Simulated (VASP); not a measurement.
A run of VASP 6.6.1 is set up as follows.

File INCAR:

```
SYSTEM = HfN
ALGO     = Normal         ! electronic algorithm
EDIFF    = 1E-6           ! SCF threshold, eV
EDIFFG   = -0.05          ! ionic threshold
ENCUT    = 600            ! plane-wave cutoff, eV
GGA      = PS             ! functional
IBRION   = 2              ! ionic algorithm
ISIF     = 3              ! what is computed and relaxed
ISMEAR   = 1              ! smearing method
LASPH    = .True.         ! aspherical terms in the spheres
LCHARG   = .False.        ! write CHGCAR
LREAL    = .False.        ! projectors in reciprocal space
LWAVE    = .False.        ! write WAVECAR
NELM     = 60             ! most SCF steps
NSW      = 80             ! ionic steps
PREC     = Accurate       ! precision mode
PSTRESS  = 20.0         
SIGMA    = 0.15           ! smearing width, eV
```

KPOINTS

```
k-points
0
Gamma
  9 9 5
  0 0 0
```

POSCAR

```
HfN
1.0
    3.1339080000      0.0000000000      0.0000000000
   -1.5669540000      2.7140439411      0.0000000000
    0.0000000000      0.0000000000      5.4167680000
Hf N
2 2
Direct
    0.6666666667      0.3333333333      0.7500000000
    0.3333333333      0.6666666667      0.2500000000
    0.0000000000      0.0000000000      0.0000000000
    0.0000000000      0.0000000000      0.5000000000
```

Potentials or basis: VASP PAW PBE potentials, release 64 (Hf_pv, N).

The run is started by

```console
$ cat potpaw_PBE.64/Hf_pv/POTCAR potpaw_PBE.64/N/POTCAR > POTCAR
$ mpirun -np 1 vasp_std > vasp.out
```

(1) Predict the relaxed volume.

(2) Predict the relaxed cell.

(3) Predict the band gap on the k mesh.

(4) Estimate the space group after relaxing (to 0.1 Å).

## Answers

(1) 11.25 Å³/atom.

(2) a = 3.110 Å, b = 3.110 Å, c = 5.373 Å, α = 90.00°, β = 90.00°, γ = 120.00°.

(3) zero (bands 15 and 16 overlap by 1.73 eV).

(4) P6_3/mmc (No. 194).

Caveat: the cell is relaxed towards a set pressure, so the run minimises the enthalpy, not the energy; the PAW data sets were made with another functional, which shifts forces and pressure a little; spin-orbit coupling is left out, which moves the levels of the heavy elements.
